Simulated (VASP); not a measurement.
**Ge: single point with BLYP+D4**

**Measured values to compare with.**

“Electronic and optical properties of SixGe1-x-ySny alloys lattice-matched to Ge”, 2021, arxiv:2109.02782 reports, for a bulk crystal of Ge at 300 K: band gap 0.807 eV (direct).

Ge:

```
Ge
1.0
     0.00000    2.86614    2.86614
     2.86614    0.00000    2.86614
     2.86614    2.86614    0.00000
Ge
2
Direct
  0.75000 0.75000 0.75000
  0.50000 0.50000 0.50000
```

```
Program             : VASP 6.6.1
Task                : single point
Functional          : BLYP
Dispersion          : D4
Potentials or basis : VASP PAW PBE potentials, release 64 (Ge_d)
Cutoff              : 520 eV
k mesh              : 8 × 8 × 8
Occupations         : fermi-dirac, width 0.05 eV
Spin                : no spin polarisation
```

```json
{
  "Pressure": "0.4 GPa",
  "Band gap on the k mesh": "zero (filled and empty bands touch)",
  "Dispersion energy per atom": "-0.595 eV"
}
```

Levels at points of the mesh, in eV from the Fermi level:
```csv
k point,band 10,band 11,band 12,band 13,band 14,band 15,band 16,band 17,band 18,band 19
"(0.00, 0.00, 0.00)",-24.48,-12.46,-0.51,0.03,0.03,0.03,2.58,2.58,2.58,6.64
"(0.50, 0.00, 0.00)",-24.46,-10.50,-7.40,-1.31,-1.31,0.07,3.82,3.82,7.38,10.51
"(0.50, 0.50, 0.00)",-24.44,-8.76,-8.76,-2.88,-2.88,0.95,0.95,9.11,9.11,11.28
```

Run time: 28 s on 1 thread of Intel(R) Xeon(R) 6975P-C (Granite Rapids) (shared host), peak memory 0.17 GiB.

A measured gap of Ge is 0.807 eV (direct; 300 K; “Electronic and optical properties of SixGe1-x-ySny alloys lattice-matched to Ge”, 2021, arxiv:2109.02782); the calculated 0.00 eV misses it by -0.81 eV. 3 values of this kind are on record (0.666 to 0.807 eV); this one was drawn at random among those near their median. Spin-orbit coupling on Ge is left out. The value is that of BLYP+D4 on a finite k mesh, which can miss the band edges, without temperature or zero-point motion. Semilocal functionals fall short of measured gaps as a rule.

Caveat: the PAW data sets were made with another functional, which shifts forces and pressure a little; pairwise dispersion overbinds metals, which lowers pressure and volume.
